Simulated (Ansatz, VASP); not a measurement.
## GaP in VASP and in Ansatz

The input POSCAR:

```
GaP
1.0
    0.0000000000      2.5072300000      2.5072300000
    2.5072300000      0.0000000000      2.5072300000
    2.5072300000      2.5072300000      0.0000000000
Ga P
1 1
Direct
    0.0000000000      0.0000000000      0.0000000000
    0.7500000000      0.7500000000      0.7500000000
```

INCAR.step1

```
PREC = Accurate
ENCUT = 520
ISMEAR = 0
SIGMA = 0.05
LREAL = False
LASPH = True
NELM = 60
NBANDS = 16
GGA = PE
ALGO = Normal
EDIFF = 1E-4
LWAVE = True
LCHARG = False
```

The input INCAR.step2:

```
PREC = Accurate
ENCUT = 520
EDIFF = 1E-6
ISMEAR = 0
SIGMA = 0.05
LREAL = False
LASPH = True
NELM = 60
ALGO = Normal
ISIF = 2
LWAVE = False
LCHARG = False
METAGGA = R2SCAN
LMIXTAU = True
NBANDS = 16
ISTART = 1
```

The input KPOINTS:

```
regular mesh
0
Gamma
  8 8 8
```

Input for Ansatz:

```yaml
crystal:
  lattice:
    - [0.0, 2.50723, 2.50723]
    - [2.50723, 0.0, 2.50723]
    - [2.50723, 2.50723, 0.0]
  atoms:
    - { symbol: Ga, position: [0.0, 0.0, 0.0] }
    - { symbol: P, position: [0.75, 0.75, 0.75] }
basis:
  ecutwfc: 500
kpoints:
  mp_grid: { grid: [8, 8, 8] }
hamiltonian:
  xc: r2scan
scf:
  occupations: { method: gaussian, width: 0.05 }
output:
  forces: true
  stress: true
  eigenvalues: true
```

Change from the starting cell: strain -0.080 along x and y, -0.080 along z, atoms carried along.

Alike in both runs: task single point; functional r2SCAN; k mesh 8 × 8 × 8; occupations gaussian, width 0.05 eV; no spin polarisation.

|  | VASP | Ansatz |
| --- | --- | --- |
| version | VASP 6.6.1 | Ansatz 0.2.0 |
| potentials or method | VASP PAW PBE potentials, release 64 (Ga_d, P), cutoff 520 eV | scalar-relativistic, plane waves, PAW |
| valence electrons in the cell | 18 | 18 |

```tsv
	VASP	Ansatz	Ansatz less VASP
gap on the k mesh at the Fermi level (eV)	1.27	1.27	-0.001
least direct gap on the mesh (eV)	3.97	3.95	-0.016
pressure (GPa)	37.5	37.6	+0.06
```

VASP's potentials were made for PBE, not for r2SCAN. Both programs put the cell under a high pressure, so it lies far from rest at this level.
